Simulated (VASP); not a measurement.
Runs of VASP 6.6.1 on NbSnTe4. The structure is that of space group P4/mmm (No. 123), or close to it. The cells are those of the table. 

| task | cell | k mesh | cutoff (eV) | gap on the mesh (eV) | pressure (GPa) | largest force (eV/Å) |
| --- | --- | --- | --- | --- | --- | --- |
| single point | a = 4.409, b = 4.409, c = 7.600 Å, 6 atoms | 4 × 4 × 2 | 520 | none | (a) | 18.51 |
| relaxation of cell and atoms | relaxed from a = 4.409, b = 4.409, c = 7.600 Å, 6 atoms | 4 × 4 × 2 | 600 | none | 0.0 | 0.02 |
| single point | a = 5.201, b = 5.201, c = 8.989 Å, 6 atoms | 8 × 8 × 4 | 520 | none | -0.1 | - |
| single point | a = 5.199, b = 5.199, c = 8.881 Å, 6 atoms | 4 × 4 × 2 | 520 | none | -0.1 | - |

Alike in all rows: level PBE; potentials or basis VASP PAW PBE potentials, release 64 (Nb_sv, Sn_d, Te); no spin polarisation; smearing gaussian 0.1 eV.

**Question.** Estimate the missing entries.

**Answer.** (a) 69.9.

Caveats: some runs use coarse meshes; spin-orbit coupling is left out, which moves the levels of the heavy elements; forces of over 1 eV/Å act on the atoms, so gaps and moduli don't describe the material at rest (some runs).

A k mesh can miss the band edges, and the runs leave out spin-orbit coupling on Nb, Sn, Te.

A gap of «none» marks levels without a gap at the run's occupations.
